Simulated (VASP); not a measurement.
Input of a VASP 6.6.1 run:

File POSCAR:

```
CaO
1.0
    3.7250810878      0.0000000000      0.0000000000
   -1.8625405439      3.2260148532      0.0000000000
    0.0000000000      0.0000000000     11.6428896405
Ca O
4 4
Direct
    0.0000000000      0.0000000000     -0.0037026829
    0.3333333333      0.6666666667      0.2477678754
    0.0000000000      0.0000000000      0.4962973171
    0.6666666667      0.3333333333      0.7477678754
    0.0000000000      0.0000000000      0.1910833619
    0.3333333333      0.6666666667      0.4398514454
    0.0000000000      0.0000000000      0.6910833619
    0.6666666667      0.3333333333      0.9398514454
```

File INCAR.step1:

```
PREC = Accurate ; ENCUT = 520
ISMEAR = -1 ; SIGMA = 0.03
LREAL = F ; LASPH = T
NELM = 60 ; NBANDS = 42
GGA = PE ; ALGO = Normal
EDIFF = 1E-4 ; LWAVE = T
LCHARG = F
```

File INCAR.step2:

```
PREC = Accurate ; ENCUT = 520
EDIFF = 1E-6 ; ISMEAR = -1
SIGMA = 0.03 ; LREAL = F
LASPH = T ; NELM = 60
ALGO = Normal ; ISIF = 2
LWAVE = F ; LCHARG = F
METAGGA = R2SCAN ; LMIXTAU = T
LUSE_VDW = T ; IVDW_NL = 2
BPARAM = 11.95 ; CPARAM = 0.0093
NBANDS = 42 ; ISTART = 1
```

KPOINTS

```
Automatic mesh
0
Gamma
  12 12 2
```

Potentials or basis: VASP PAW PBE potentials, release 64 (Ca_sv, O).

Run with:

```bash
$ cat potpaw_PBE.64/Ca_sv/POTCAR potpaw_PBE.64/O/POTCAR > POTCAR
$ cp INCAR.step1 INCAR
$ mpirun -np 1 vasp_std > vasp.out
$ cp INCAR.step2 INCAR
$ mpirun -np 1 vasp_std > vasp.out
```

(1) Predict the largest force.

(2) What does it give for the pressure?

(3) Estimate the band gap on the k mesh.

Answers

(1) 0.017 eV/Å.

(2) 1.0 GPa.

(3) 3.76 eV (least direct gap 4.17 eV).

Caveat: the PAW data sets were made with another functional, which shifts forces and pressure a little.
